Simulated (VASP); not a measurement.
# Ta (Im-3m) in VASP: a series of runs

Runs on Ta. Level: PBEsol. Tasks: relaxation of cell and atoms.

Program: VASP 6.6.1. These are calculated values, not measurements. Logs are shortened: lines on timing, memory, paths and dates and some standing lists are left out, and cuts for length are marked.

### 1 The cell of the first run

The structure is cubic, space group Im-3m (No. 229). Conventional cell: a = 3.097 Å, b = 3.097 Å, c = 3.097 Å, α = 90.00°, β = 90.00°, γ = 90.00°. Within 3.5 Å of Ta (site symmetry m-3m) lie 14 Ta at 2.68 to 3.10 Å.

### 2 Relaxation of cell and atoms, PBEsol, target pressure 50.2 GPa, at which the enthalpy is minimised

INCAR reads:

```
SYSTEM = Ta
  ALGO = Normal
  EDIFF = 1E-6
  EDIFFG = -0.002
  ENCUT = 600
  GGA = PS
  IBRION = 2
  ISIF = 3
  ISMEAR = -1
  LASPH = .TRUE.
  LCHARG = .FALSE.
  LREAL = .FALSE.
  LWAVE = .FALSE.
  NELM = 100
  NSW = 80
  PREC = Accurate
  PSTRESS = 502.0
  SIGMA = 0.1
```

KPOINTS reads:

```
k-points
0
G
  18 18 18
  0 0 0
```

POSCAR reads:

```
Ta
1.0
   -1.5482889337      1.5482889337      1.5482889337
    1.5482889337     -1.5482889337      1.5482889337
    1.5482889337      1.5482889337     -1.5482889337
Ta
1
Direct
    0.0000000000      0.0000000000      0.0000000000
```

Potentials or basis: VASP PAW PBE potentials, release 64 (Ta_pv).

Run with:

```bash
> cat potpaw_PBE.64/Ta_pv/POTCAR > POTCAR
> mpirun -np 1 vasp_std > vasp.out
```

OUTCAR:

```text
SYSTEM = Ta
   EDIFF = 1E-6
   EDIFFG = -0.002
   ENCUT = 600
   GGA = PS
   IBRION = 2
   ISIF = 3
   ISMEAR = -1
   LASPH = .TRUE.
   LREAL = .FALSE.
   NELM = 100
   NSW = 80
   PREC = Accurate
   PSTRESS = 502.0

 ion  position               nearest neighbor table
   1  0.000  0.000  0.000-

  LATTYP: Found a body centered cubic cell.
 ALAT       =     3.0965778674

  Lattice vectors:

 A1 = (  -1.5482889337,   1.5482889337,   1.5482889337)
 A2 = (   1.5482889337,  -1.5482889337,   1.5482889337)
 A3 = (   1.5482889337,   1.5482889337,  -1.5482889337)

Analysis of symmetry for initial positions (statically):
=====================================================================
 Subroutine PRICEL returns:
 Original cell was already a primitive cell.

 Routine SETGRP: Setting up the symmetry group for a
 body centered cubic supercell.

 Subroutine GETGRP returns: Found 48 space group operations
 (whereof 48 operations were pure point group operations)
 out of a pool of 48 trial point group operations.

The static configuration has the point symmetry O_h .

Analysis of symmetry for dynamics (positions and initial velocities):
=====================================================================
 Subroutine PRICEL returns:
 Original cell was already a primitive cell.

 Routine SETGRP: Setting up the symmetry group for a
 body centered cubic supercell.

 Subroutine GETGRP returns: Found 48 space group operations
 (whereof 48 operations were pure point group operations)
 out of a pool of 48 trial point group operations.

The dynamic configuration has the point symmetry O_h .

 Subroutine INISYM returns: Found 48 space group operations
 (whereof 48 operations are pure point group operations),
 and found     1 'primitive' translations

----------------------------------------------------------------------------------------

                                     Primitive cell

  volume of cell :      14.8462

  direct lattice vectors                    reciprocal lattice vectors
    -1.548288934  1.548288934  1.548288934     0.000000000  0.322937140  0.322937140
     1.548288934 -1.548288934  1.548288934     0.322937140  0.000000000  0.322937140
     1.548288934  1.548288934 -1.548288934     0.322937140  0.322937140  0.000000000

  length of vectors
     2.681715098  2.681715098  2.681715098     0.456702083  0.456702083  0.456702083
[... 92 lines left out ...]
   EMIN   =  10.00;   EMAX   =-10.00  energy-range for DOS
   EFERMI =   0.00;   METHOD = LEGACY
   ISMEAR =    -1;   SIGMA  =   0.10  broadening in eV -4-tet -1-fermi 0-gaus
   EFERMI_NEDOS =   21; number of points for ismear=-14 and -15
   IALGO  =     38    algorithm
   IMIX   =      4    mixing-type and parameters
     AMIX     =   0.40;   BMIX     =  1.00
     AMIX_MAG =   1.60;   BMIX_MAG =  1.00
  volume/ion in A,a.u.               =      14.85       100.19
  Fermi-wavevector in a.u.,A,eV,Ry     =   1.481382  2.799406 29.857883  2.194493
  Thomas-Fermi vector in A             =   2.595299
   LORBIT       =      0    0 simple, 1 ext, 2 COOP (PROOUT), +10 PAW based schemes
   GGA     = PS    functional components
   LHFCALC =     F    Hartree Fock is set to
   AEXX    =    0.0000 exact exchange contribution
   IVDW    =     0    specifies the selected vdW correction
   LEPSILON=     F    determine dielectric tensor
   LRPA    =     F    only Hartree local field effects (RPA)
 conjugate gradient relaxation of ions
 non-spin polarized calculation
  energy-cutoff  :      600.00
  volume of cell :       14.85
 maximum number of plane-waves:       531
 NGX is ok and might be reduce to    24
   NGX = 11   NGY = 11   NGZ = 11

--------------------------------------- Ionic step        1  -------------------------------------------

 number of electron      10.9999999 magnetization

 Free energy of the ion-electron system (eV)
  ---------------------------------------------------
  ext. energy  EPLUGINS =         0.00000000
  ---------------------------------------------------
  free energy    TOTEN  =       -12.17939332 eV

  energy without entropy =      -12.14396731  energy(sigma->0) =      -12.16168032

------------------------ aborting loop because EDIFF is reached ----------------------------------------

  FORCE on cell =-STRESS in cart. coord.  units (eV):
  Direction    XX          YY          ZZ          XY          YZ          ZX
  --------------------------------------------------------------------------------------
  -------------------------------------------------------------------------------------
  Total        4.7315204      4.7315204      4.7315204      0.0000000      0.0000000      0.0000000
  in kB      510.6170119    510.6170119    510.6170119      0.0000000      0.0000000      0.0000000
  external PRESSURE =       8.6170119 kB  Pullay stress =     502.0000000 kB
[... 61 lines left out ...]
--------------------------------------- Ionic step        3  -------------------------------------------

 number of electron      10.9999999 magnetization

 Free energy of the ion-electron system (eV)
  ---------------------------------------------------
  ext. energy  EPLUGINS =         0.00000000
  ---------------------------------------------------
  free energy    TOTEN  =       -12.18968796 eV

  energy without entropy =      -12.15422546  energy(sigma->0) =      -12.17195671

 E-fermi :   6.9753     XC(G=0): -13.7385

 val. band max:        6.9669987541   @ k =  -0.2222   0.2778   0.1111
 cond. band min:       6.9896172109   @ k =   0.3333   0.2222   0.0000
 fundamental gap:      0.0226184568
 Fermi energy:         6.9753478384

 k-point     1 :       0.0000    0.0000    0.0000
  band No.  band energies     occupation
      1     -25.2714      2.00000
      2     -25.2714      2.00000
      3     -25.2714      2.00000
      4      -1.6329      2.00000
      5       7.6363      0.00269
      6       7.6363      0.00269
      7       7.6363      0.00269
      8      11.6313      0.00000
      9      11.6313      0.00000
[... 265 lines left out ...]
 k-point    24 :       0.3889    0.1111    0.0000
  band No.  band energies     occupation
      1     -27.2966      2.00000
      2     -26.0132      2.00000
      3     -25.3928      2.00000
      4       2.1765      2.00000
      5       4.9384      2.00000
      6       8.3501      0.00000
      7      11.4783      0.00000
      8      13.1941      0.00000
      9      16.9052      0.00000

 [... further k-points ...]

------------------------ aborting loop because EDIFF is reached ----------------------------------------

  FORCE on cell =-STRESS in cart. coord.  units (eV):
  Direction    XX          YY          ZZ          XY          YZ          ZX
  --------------------------------------------------------------------------------------
  -------------------------------------------------------------------------------------
  Total        4.6614105      4.6614105      4.6614105     -0.0000000     -0.0000000     -0.0000000
  in kB      501.9490380    501.9490380    501.9490380     -0.0000000     -0.0000000     -0.0000000
  external PRESSURE =      -0.0509620 kB  Pullay stress =     502.0000000 kB
[... 20 lines left out ...]
  energy  without entropy=      -12.1542254608  energy(sigma->0) =      -12.17195671

  enthalpy is  TOTEN    =        -7.5278042423 eV   P V=        4.6618837210

 reached required accuracy - stopping structural energy minimisation
```

CONTCAR:

```text
Ta
   1.00000000000000
    -1.5494209967593358    1.5494209967593358    1.5494209967593358
     1.5494209967593358   -1.5494209967593358    1.5494209967593358
     1.5494209967593358    1.5494209967593358   -1.5494209967593358
  Ta
     1
Direct
     0.0000000000000000    0.0000000000000000    0.0000000000000000

  0.00000000E+00  0.00000000E+00  0.00000000E+00
```

Run time: 28 s. Hardware: 1 thread of Intel Xeon Platinum 8488C (Sapphire Rapids), shared host; peak memory 0.17 GiB.

What came out:

```yaml
Free_energy: -12.1897 eV
Relaxed_volume: 14.88 Å³/atom
Relaxed_cell: a = 2.684 Å, b = 2.684 Å, c = 2.684 Å, α = 109.47°, β = 109.47°, γ = 109.47°
Space_group_after_relaxing_to_0.05_Å: Im-3m (No. 229)
Energy_change_on_relaxing_the_enthalpy_is_what_falls: -10.3 meV/atom
Ionic_steps: 3
Pressure_after_relaxing: 50.2 GPa
```

Step by step:
```tsv
step	energy change (eV)	largest force (eV/Å)	pressure (GPa)	volume (Å³)
1	0.0000	0.0000	51.06	14.85
2	-0.0525	0.0000	46.66	15.02
3	-0.0103	0.0000	50.19	14.88
```

Final structure:
```
Ta
1.0
    -1.54942    1.54942    1.54942
     1.54942   -1.54942    1.54942
     1.54942    1.54942   -1.54942
Ta
1
Direct
  0.00000 0.00000 0.00000
```

Levels at points of the mesh, in eV from the Fermi level:
```
           k point  band 1  band 2  band 3  band 4  band 5  band 6  band 7  band 8  band 9
(0.00, 0.00, 0.00)  -32.25  -32.25  -32.25   -8.61    0.66    0.66    0.66    4.66    4.66
(0.50, 0.00, 0.00)  -34.40  -32.92  -32.27   -5.35   -2.23    2.74    4.71    5.98    9.86
(0.50, 0.50, 0.50)  -33.71  -33.71  -33.71   -5.13   -5.13    8.53    8.53    8.53   10.65
```

Caveat: the cell is relaxed towards a set pressure, so the enthalpy falls and the energy may rise; the PAW data sets were made with another functional, which shifts forces and pressure a little; spin-orbit coupling is left out, which moves the levels of the heavy elements.

### 3 Relaxation of cell and atoms, PBEsol, target pressure 20.8 GPa, at which the enthalpy is minimised

This run uses another cell than the first one, of 16.18 Å³/atom, 1.090 times its volume.

INCAR reads:

```
SYSTEM = Ta
PREC = Accurate ; ENCUT = 600
EDIFF = 1E-6 ; ISMEAR = -1
SIGMA = 0.1 ; LREAL = .False.
LASPH = .True. ; NELM = 100
ALGO = Normal ; ISIF = 3
LWAVE = .False. ; LCHARG = .False.
GGA = PS ; IBRION = 2
NSW = 80 ; EDIFFG = -0.002
PSTRESS = 208.0
```

KPOINTS reads:

```
Automatic mesh
0
Gamma
  18 18 18
  0 0 0
```

POSCAR reads:

```
Ta
1.0
   -1.5932240548      1.5932240548      1.5932240548
    1.5932240548     -1.5932240548      1.5932240548
    1.5932240548      1.5932240548     -1.5932240548
Ta
1
Direct
    0.0000000000      0.0000000000      0.0000000000
```

Potentials or basis: VASP PAW PBE potentials, release 64 (Ta_pv).

Run with:

```bash
> cat potpaw_PBE.64/Ta_pv/POTCAR > POTCAR
> mpirun -np 1 vasp_std > vasp.out
```

Wall time 29 s (1 thread of Intel Xeon Platinum 8488C (Sapphire Rapids), shared host); peak memory 0.17 GiB.

Results (log left out):

```
Free energy                                            : -12.4857 eV
Relaxed volume                                         : 16.25 Å³/atom
Relaxed cell                                           : a = 2.764 Å, b = 2.764 Å, c = 2.764 Å, α = 109.47°, β = 109.47°, γ = 109.47°
Space group after relaxing (to 0.05 Å)                 : Im-3m (No. 229)
Energy change on relaxing (the enthalpy is what falls) : -9.8 meV/atom
Ionic steps                                            : 3
Pressure after relaxing                                : 20.8 GPa
```

The path:
| step | energy change (eV) | largest force (eV/Å) | pressure (GPa) | volume (Å³) |
| --- | --- | --- | --- | --- |
| 1 | 0.0000 | 0.0000 | 22.12 | 16.18 |
| 2 | -0.0380 | 0.0000 | 16.70 | 16.49 |
| 3 | -0.0098 | 0.0000 | 20.79 | 16.25 |

Final structure:
```
Ta
1.0
    -1.59563    1.59563    1.59563
     1.59563   -1.59563    1.59563
     1.59563    1.59563   -1.59563
Ta
1
Direct
  0.00000 0.00000 0.00000
```

Levels at points of the mesh, in eV from the Fermi level:
| k point | band 2 | band 3 | band 4 | band 5 | band 6 | band 7 | band 8 | band 9 |
| --- | --- | --- | --- | --- | --- | --- | --- | --- |
| (0.00, 0.00, 0.00) | -32.61 | -32.61 | -8.32 | 0.70 | 0.70 | 0.70 | 4.35 | 4.35 |
| (0.50, 0.00, 0.00) | -33.13 | -32.62 | -4.88 | -1.89 | 2.15 | 4.31 | 5.47 | 8.87 |
| (0.50, 0.50, 0.50) | -33.74 | -33.74 | -4.48 | -4.48 | 7.72 | 7.72 | 7.72 | 9.67 |

Caveat: the cell is relaxed towards a set pressure, so the enthalpy falls and the energy may rise; the PAW data sets were made with another functional, which shifts forces and pressure a little; spin-orbit coupling is left out, which moves the levels of the heavy elements.
